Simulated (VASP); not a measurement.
V: single point with PBE

The system is V.

```
CELL_PARAMETERS angstrom
-2.11191 2.11191 1.19972
2.11191 -2.11191 1.19972
2.11191 2.11191 -1.19972
ATOMIC_POSITIONS crystal
V 0.62500 0.87500 0.75000
V 0.37500 0.12500 0.25000
```

```yaml
Program: VASP 6.6.1
Task: single point
Functional: PBE
Potentials_or_basis: VASP PAW PBE potentials, release 64 (V_sv)
Cutoff: 520 eV
k_mesh: 18 × 18 × 18
Occupations: fermi-dirac, width 0.1 eV
Spin: no spin polarisation
```

```json
{"Pressure": "70.8 GPa", "Band gap on the k mesh": "zero (bands 13 and 14 overlap by 1.31 eV)"}
```

Stress tensor (GPa, compression positive):
```
71.21  0.00  0.00
 0.00 71.21  0.00
 0.00  0.00 70.10
```

Levels at points of the mesh, in eV from the Fermi level:
| k point | band 10 | band 11 | band 12 | band 13 | band 14 | band 15 | band 16 | band 17 |
| --- | --- | --- | --- | --- | --- | --- | --- | --- |
| (0.00, 0.00, 0.00) | -5.55 | -2.77 | -1.97 | -1.12 | 2.06 | 2.06 | 2.15 | 2.15 |
| (0.50, 0.00, 0.00) | -4.20 | -2.54 | -1.33 | 0.35 | 1.01 | 1.26 | 2.53 | 4.08 |
| (0.50, 0.50, 0.00) | -4.11 | -1.98 | -1.98 | -0.32 | -0.32 | 2.10 | 2.10 | 3.40 |
| (0.50, 0.50, 0.50) | -3.35 | -1.04 | -1.04 | 0.73 | 0.73 | 1.82 | 1.82 | 2.72 |

It took 3.6 min on 1 thread of Intel Xeon 8259CL (shared host), peak memory 0.27 GiB.

Caveat: the cell stands under pressure.
